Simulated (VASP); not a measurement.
# SnTe (F-43m) in VASP: settings compared

Aim: see how the results for SnTe move with the level of theory and the settings. Levels: r2SCAN, r2SCAN+D3(BJ). Tasks: single point.

Everything below comes from runs of VASP 6.6.1. Logs are shortened: lines on timing, memory, paths and dates and some standing lists are left out, and cuts for length are marked.

### 1 The cell of the first run

The structure is cubic, space group F-43m (No. 216). The conventional cell has a = 7.167 Å, b = 7.167 Å, c = 7.167 Å, α = 90.00°, β = 90.00°, γ = 90.00°. Te (site symmetry -43m) has 4 Sn at 3.10 Å within 4.1 Å. Within 4.1 Å of Sn (site symmetry -43m) lie 4 Te at 3.10 Å.

### 2 Single point, r2SCAN

Input file POSCAR:

```
SnTe
1.0
    0.0000000000      3.5833394718      3.5833394718
    3.5833394718      0.0000000000      3.5833394718
    3.5833394718      3.5833394718      0.0000000000
Te Sn
1 1
Direct
    0.2500000000      0.2500000000      0.2500000000
    0.0000000000      0.0000000000      0.0000000000
```

Input file INCAR.step1:

```
SYSTEM = SnTe
ALGO = Normal
EDIFF = 1E-4
ENCUT = 520
GGA = PE
ISMEAR = -1
LASPH = .True.
LCHARG = .False.
LREAL = .False.
LWAVE = .True.
NBANDS = 17
NELM = 80
PREC = Accurate
SIGMA = 0.05
```

Input file INCAR.step2:

```
SYSTEM = SnTe
ALGO = Normal
EDIFF = 1E-6
ENCUT = 520
ISIF = 2
ISMEAR = -1
ISTART = 1
LASPH = .True.
LCHARG = .False.
LMIXTAU = .True.
LREAL = .False.
LWAVE = .False.
METAGGA = R2SCAN
NBANDS = 17
NELM = 80
PREC = Accurate
SIGMA = 0.05
```

Input file KPOINTS:

```
k-points
0
Gamma
  7 7 7
  0 0 0
```

Potentials or basis: VASP PAW PBE potentials, release 64 (Te, Sn_d).

Launch:

```console
> cat potpaw_PBE.64/Te/POTCAR potpaw_PBE.64/Sn_d/POTCAR > POTCAR
> cp INCAR.step1 INCAR
> mpirun -np 1 vasp_std > vasp.out
> cp INCAR.step2 INCAR
> mpirun -np 1 vasp_std > vasp.out
```

OUTCAR:

```text
SYSTEM = SnTe
   EDIFF = 1E-6
   ENCUT = 520
   ISIF = 2
   ISMEAR = -1
   ISTART = 1
   LASPH = .True.
   LREAL = .False.
   METAGGA = R2SCAN
   NELM = 80
   PREC = Accurate

 ion  position               nearest neighbor table
   1  0.250  0.250  0.250-   2 3.10   2 3.10   2 3.10   2 3.10
   2  0.000  0.000  0.000-   1 3.10   1 3.10   1 3.10   1 3.10

  LATTYP: Found a face centered cubic cell.
 ALAT       =     7.1666789436

  Lattice vectors:

 A1 = (   0.0000000000,   3.5833394718,   3.5833394718)
 A2 = (   3.5833394718,   0.0000000000,   3.5833394718)
 A3 = (   3.5833394718,   3.5833394718,   0.0000000000)

Analysis of symmetry for initial positions (statically):
=====================================================================
 Subroutine PRICEL returns:
 Original cell was already a primitive cell.

 Routine SETGRP: Setting up the symmetry group for a
 face centered cubic supercell.

 Subroutine GETGRP returns: Found 24 space group operations
 (whereof 24 operations were pure point group operations)
 out of a pool of 48 trial point group operations.

The static configuration has the point symmetry T_d .

Analysis of symmetry for dynamics (positions and initial velocities):
=====================================================================
 Subroutine PRICEL returns:
 Original cell was already a primitive cell.

 Routine SETGRP: Setting up the symmetry group for a
 face centered cubic supercell.

 Subroutine GETGRP returns: Found 24 space group operations
 (whereof 24 operations were pure point group operations)
 out of a pool of 48 trial point group operations.

The dynamic configuration has the point symmetry T_d .

 Subroutine INISYM returns: Found 24 space group operations
 (whereof 24 operations are pure point group operations),
 and found     1 'primitive' translations

----------------------------------------------------------------------------------------

                                     Primitive cell

  volume of cell :      92.0225

  direct lattice vectors                    reciprocal lattice vectors
     0.000000000  3.583339472  3.583339472    -0.139534645  0.139534645  0.139534645
     3.583339472  0.000000000  3.583339472     0.139534645 -0.139534645  0.139534645
     3.583339472  3.583339472  0.000000000     0.139534645  0.139534645 -0.139534645

  length of vectors
     5.067607280  5.067607280  5.067607280     0.241681094  0.241681094  0.241681094

  position of ions in fractional coordinates (direct lattice)
     0.250000000  0.250000000  0.250000000
     0.000000000  0.000000000  0.000000000

  ion indices of the primitive-cell ions
   primitive index   ion index
                 1           1
                 2           2

----------------------------------------------------------------------------------------

 KPOINTS: k-points

Automatic generation of k-mesh.
 Grid dimensions read from file:
 generate k-points for:    7    7    7

 Generating k-lattice:

  Cartesian coordinates                     Fractional coordinates (reciprocal lattice)
    -0.019933521  0.019933521  0.019933521     0.142857143  0.000000000  0.000000000
     0.019933521 -0.019933521  0.019933521     0.000000000  0.142857143  0.000000000
     0.019933521  0.019933521 -0.019933521     0.000000000  0.000000000  0.142857143

  Length of vectors
     0.034525871  0.034525871  0.034525871

  Shift w.r.t. Gamma in fractional coordinates (k-lattice)
     0.000000000  0.000000000  0.000000000

 Subroutine IBZKPT returns following result:
 ===========================================

 Found     20 irreducible k-points:

 Following reciprocal coordinates:
            Coordinates               Weight
  0.000000  0.000000  0.000000      1.000000
  0.142857  0.000000  0.000000      8.000000
  0.285714  0.000000  0.000000      8.000000
  0.428571  0.000000  0.000000      8.000000
  0.142857  0.142857  0.000000      6.000000
  0.285714  0.142857  0.000000     24.000000
[... 12 lines left out ...]
 -0.428571  0.428571  0.142857     24.000000
 -0.285714  0.428571  0.142857     24.000000
   k-points           NKPTS =     20   k-points in BZ     NKDIM =     20   number of bands    NBANDS=     17
   number of dos      NEDOS =    301   number of ions     NIONS =      2
   total plane-waves  NPLWV =  64000
   dimension x,y,z NGX =    40 NGY =   40 NGZ =   40
   dimension x,y,z NGXF=    80 NGYF=   80 NGZF=   80
   ions per type =               1   1
   NGX,Y,Z   is equivalent  to a cutoff of  13.12, 13.12, 13.12 a.u.
   NGXF,Y,Z  is equivalent  to a cutoff of  26.24, 26.24, 26.24 a.u.
 SYSTEM =  SnTe
   PREC   = accura    normal or accurate (medium, high low for compatibility)
   ISTART =      1    job   : 0-new  1-cont  2-samecut
   ICHARG =      0    charge: 1-file 2-atom 10-const
   ISPIN  =      1    spin polarized calculation?
   LNONCOLLINEAR =      F non collinear calculations
   LSORBIT =      F    spin-orbit coupling
   LASPH  =      T    aspherical Exc in radial PAW
   ENCUT  =  520.0 eV  38.22 Ry    6.18 a.u.   9.42  9.42  9.42*2*pi/ulx,y,z
   NELM   =     80;   NELMIN=  2; NELMDL=  0     # of ELM steps
   EDIFF  = 0.1E-05   stopping-criterion for ELM
   LREAL  =      F    real-space projection
   EDIFFG = 0.1E-04   stopping-criterion for IOM
   NSW    =      0    number of steps for IOM
   IBRION =     -1    ionic relax: 0-MD 1-quasi-New 2-CG
   NFREE  =      0    steps in history (QN), initial steepest desc. (CG)
   ISIF   =      2    stress and relaxation
   ISYM   =      2    0-nonsym 1-usesym 2-fastsym
   POTIM  = 0.5000    time-step for ionic-motion
   TEBEG  =    0.0;   TEEND  =   0.0 temperature during run
   PSTRESS=    0.0 pullay stress
   NELECT =      20.0000    total number of electrons
   NUPDOWN=      -1.0000    fix difference up-down
   EMIN   =  10.00;   EMAX   =-10.00  energy-range for DOS
   EFERMI =   0.00;   METHOD = LEGACY
   ISMEAR =    -1;   SIGMA  =   0.05  broadening in eV -4-tet -1-fermi 0-gaus
   EFERMI_NEDOS =   21; number of points for ismear=-14 and -15
   IALGO  =     38    algorithm
   IMIX   =      4    mixing-type and parameters
     AMIX     =   0.40;   BMIX     =  1.00
     AMIX_MAG =   1.60;   BMIX_MAG =  1.00
  volume/ion in A,a.u.               =      46.01       310.50
  Fermi-wavevector in a.u.,A,eV,Ry     =   0.984284  1.860026 13.181515  0.968814
  Thomas-Fermi vector in A             =   2.115505
   LORBIT       =      0    0 simple, 1 ext, 2 COOP (PROOUT), +10 PAW based schemes
   METAGGA = R2SCAN    functional components
   LHFCALC =     F    Hartree Fock is set to
   AEXX    =    0.0000 exact exchange contribution
   IVDW    =     0    specifies the selected vdW correction
   LEPSILON=     F    determine dielectric tensor
   LRPA    =     F    only Hartree local field effects (RPA)
 non-spin polarized calculation
  energy-cutoff  :      520.00
  volume of cell :       92.02
 maximum number of plane-waves:      2509
 NGX is ok and might be reduce to    40
   NGX = 19   NGY = 19   NGZ = 19

 number of electron      20.0000006 magnetization

 Free energy of the ion-electron system (eV)
  ---------------------------------------------------
  ext. energy  EPLUGINS =         0.00000000
  ---------------------------------------------------
  free energy    TOTEN  =       -50.06811035 eV

  energy without entropy =      -50.06705084  energy(sigma->0) =      -50.06758059

 E-fermi :   3.3254     XC(G=0):  -8.0510

 val. band max:        3.1180836566   @ k =  -0.2857   0.4286   0.1429
 cond. band min:       3.4603683934   @ k =   0.4286   0.4286   0.0000
 fundamental gap:      0.3422847368
 Fermi energy:         3.3253864084

 k-point     1 :       0.0000    0.0000    0.0000
  band No.  band energies     occupation
      1     -19.2569      2.00000
      2     -19.2569      2.00000
      3     -19.2569      2.00000
      4     -19.2421      2.00000
      5     -19.2421      2.00000
      6      -8.8958      2.00000
[... 9 lines left out ...]
     16      10.0768      0.00000
     17      11.2330      0.00000

 k-point     2 :       0.1429    0.0000    0.0000
  band No.  band energies     occupation
      1     -19.2572      2.00000
      2     -19.2566      2.00000
      3     -19.2565      2.00000
      4     -19.2422      2.00000
      5     -19.2422      2.00000
      6      -8.7995      2.00000
[... 9 lines left out ...]
     16       9.5865      0.00000
     17      10.7366      0.00000

 k-point     3 :       0.2857    0.0000    0.0000
  band No.  band energies     occupation
      1     -19.2579      2.00000
      2     -19.2558      2.00000
      3     -19.2558      2.00000
      4     -19.2421      2.00000
      5     -19.2421      2.00000
      6      -8.5547      2.00000
[... 9 lines left out ...]
     16       9.5011      0.00000
     17      10.8384      0.00000

 k-point     4 :       0.4286    0.0000    0.0000
  band No.  band energies     occupation
      1     -19.2585      2.00000
      2     -19.2552      2.00000
      3     -19.2552      2.00000
      4     -19.2420      2.00000
      5     -19.2420      2.00000
      6      -8.3186      2.00000
[... 9 lines left out ...]
     16      10.2454      0.00000
     17      10.3203      0.00000

 k-point     5 :       0.1429    0.1429    0.0000
  band No.  band energies     occupation
      1     -19.2577      2.00000
      2     -19.2562      2.00000
      3     -19.2562      2.00000
      4     -19.2423      2.00000
      5     -19.2420      2.00000
      6      -8.7666      2.00000
[... 9 lines left out ...]
     16      10.2873      0.00000
     17      11.6722      0.00000

 k-point     6 :       0.2857    0.1429    0.0000
  band No.  band energies     occupation
      1     -19.2585      2.00000
      2     -19.2556      2.00000
      3     -19.2555      2.00000
      4     -19.2424      2.00000
      5     -19.2418      2.00000
      6      -8.5677      2.00000
[... 9 lines left out ...]
     16      10.2678      0.00000
     17      11.3925      0.00000

 k-point     7 :       0.4286    0.1429    0.0000
  band No.  band energies     occupation
      1     -19.2589      2.00000
      2     -19.2551      2.00000
      3     -19.2549      2.00000
      4     -19.2423      2.00000
      5     -19.2418      2.00000
      6      -8.3161      2.00000
[... 9 lines left out ...]
     16      10.7169      0.00000
     17      10.9457      0.00000

 k-point     8 :      -0.4286    0.1429    0.0000
  band No.  band energies     occupation
      1     -19.2589      2.00000
      2     -19.2549      2.00000
      3     -19.2549      2.00000
      4     -19.2421      2.00000
      5     -19.2419      2.00000
      6      -8.2266      2.00000
[... 9 lines left out ...]
     16      10.0479      0.00000
     17      11.0034      0.00000
[... 123 lines left out ...]
      1     -19.2611      2.00000
      2     -19.2535      2.00000
      3     -19.2535      2.00000
      4     -19.2431      2.00000
      5     -19.2412      2.00000
      6      -8.0843      2.00000
[... 9 lines left out ...]
     16      11.8587      0.00000
     17      12.1493      0.00000

 k-point    16 :      -0.4286    0.4286    0.0000
  band No.  band energies     occupation
      1     -19.2609      2.00000
      2     -19.2536      2.00000
      3     -19.2535      2.00000
      4     -19.2430      2.00000
      5     -19.2413      2.00000
      6      -8.0264      2.00000
[... 9 lines left out ...]
     16      10.9973      0.00000
     17      12.6275      0.00000

 k-point    17 :       0.4286    0.2857    0.1429
  band No.  band energies     occupation
      1     -19.2592      2.00000
      2     -19.2550      2.00000
      3     -19.2547      2.00000
      4     -19.2425      2.00000
      5     -19.2417      2.00000
      6      -8.3580      2.00000
[... 9 lines left out ...]
     16      10.6049      0.00000
     17      12.1423      0.00000

 k-point    18 :      -0.4286    0.2857    0.1429
  band No.  band energies     occupation
      1     -19.2594      2.00000
      2     -19.2548      2.00000
      3     -19.2541      2.00000
      4     -19.2424      2.00000
      5     -19.2417      2.00000
      6      -8.1610      2.00000
[... 9 lines left out ...]
     16      10.9294      0.00000
     17      11.5654      0.00000

 k-point    19 :      -0.4286    0.4286    0.1429
  band No.  band energies     occupation
      1     -19.2604      2.00000
      2     -19.2542      2.00000
      3     -19.2535      2.00000
      4     -19.2428      2.00000
      5     -19.2414      2.00000
      6      -8.0704      2.00000
[... 9 lines left out ...]
     16      11.4539      0.00000
     17      12.1328      0.00000

 k-point    20 :      -0.2857    0.4286    0.1429
  band No.  band energies     occupation
      1     -19.2600      2.00000
      2     -19.2546      2.00000
      3     -19.2535      2.00000
      4     -19.2426      2.00000
      5     -19.2416      2.00000
      6      -8.0435      2.00000
[... 9 lines left out ...]
     16      11.0435      0.00000
     17      12.4364      0.00000

------------------------ aborting loop because EDIFF is reached ----------------------------------------

  FORCE on cell =-STRESS in cart. coord.  units (eV):
  Direction    XX          YY          ZZ          XY          YZ          ZX
  --------------------------------------------------------------------------------------
  -------------------------------------------------------------------------------------
  Total        0.0031441      0.0031441      0.0031441      0.0000000      0.0000000      0.0000000
  in kB        0.0547413      0.0547413      0.0547413      0.0000000      0.0000000      0.0000000
  external PRESSURE =       0.0547413 kB  Pullay stress =       0.0000000 kB

 VOLUME and BASIS-vectors are now :
 -----------------------------------------------------------------------------
  energy-cutoff  :      520.00
  volume of cell :       92.02
      direct lattice vectors                 reciprocal lattice vectors
     0.000000000  3.583339472  3.583339472    -0.139534645  0.139534645  0.139534645
     3.583339472  0.000000000  3.583339472     0.139534645 -0.139534645  0.139534645
     3.583339472  3.583339472  0.000000000     0.139534645  0.139534645 -0.139534645

 POSITION                                       TOTAL-FORCE (eV/Angst)
 -----------------------------------------------------------------------------------
      1.79167      1.79167      1.79167         0.000000      0.000000      0.000000
      0.00000      0.00000      0.00000        -0.000000     -0.000000     -0.000000
 -----------------------------------------------------------------------------------
    total drift:                                0.000002      0.000002      0.000002

  FREE ENERGIE OF THE ION-ELECTRON SYSTEM (eV)
  ---------------------------------------------------
  free  energy   TOTEN  =       -50.0681103499 eV

  energy  without entropy=      -50.0670508397  energy(sigma->0) =      -50.06758059
```

It took 2.2 min on 1 thread of Intel Xeon Platinum 8488C (Sapphire Rapids), shared host; peak memory 0.25 GiB.

Results:

* Free energy: -50.0681 eV
* Pressure: 0.0 GPa
* Band gap on the k mesh: 0.34 eV (least direct gap 0.90 eV)

Caveat: semilocal functionals underestimate gaps, and a narrow one can read as zero; the PAW data sets were made with another functional, which shifts forces and pressure a little; spin-orbit coupling is left out, which moves the levels of the heavy elements; an odd mesh through Γ misses points on the zone boundary, where band edges can lie.

(Part 1 of 2 ends here.)
